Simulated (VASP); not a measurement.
Pd, 8 atoms in the cell. Symmetry: Pm-3n, No. 223, cubic system. Conventional cell: a = 4.928 Å, b = 4.928 Å, c = 4.928 Å, α = 90.00°, β = 90.00°, γ = 90.00°. Within 3.6 Å of Pd (site symmetry m-3) lie 12 Pd at 2.75 Å. Pd (site symmetry -4m2) has 14 Pd at 2.46 to 3.02 Å within 3.3 Å. 

| Quantity | Value |
| --- | --- |
| Program | VASP 6.6.1 |
| Task | single point |
| Functional | PBEsol |
| Potentials or basis | VASP PAW PBE potentials, release 64 (Pd) |
| Cutoff | 520 eV |
| k mesh | 5 × 5 × 5 |
| Occupations | fermi-dirac, width 0.05 eV |
| Spin | collinear spin, ferromagnetic start |
| Starting moments | [0.5, 0.5, 0.5, 0.5, 0.5, 0.5, 0.5, 0.5] μB |
| Dipole correction | no |
| Further INCAR settings | ALGO = Normal; EDIFF = 1e-07; NBANDS = 54 |

Potentials or basis: VASP PAW PBE potentials, release 64 (Pd).

Launch:

```bash
$ cat potpaw_PBE.64/Pd/POTCAR > POTCAR
$ mpirun -np 1 vasp_std > vasp.out
```

Hardware: 1 thread of Intel(R) Xeon(R) Platinum 8488C (Sapphire Rapids) (shared host).

Problem. How long does it take, and how much memory?

Solution. Run time: 2.7 min on 1 thread of Intel(R) Xeon(R) Platinum 8488C (Sapphire Rapids), with other jobs on the host, peak memory 0.32 GiB. Counts: scf iterations 14, k points 10.
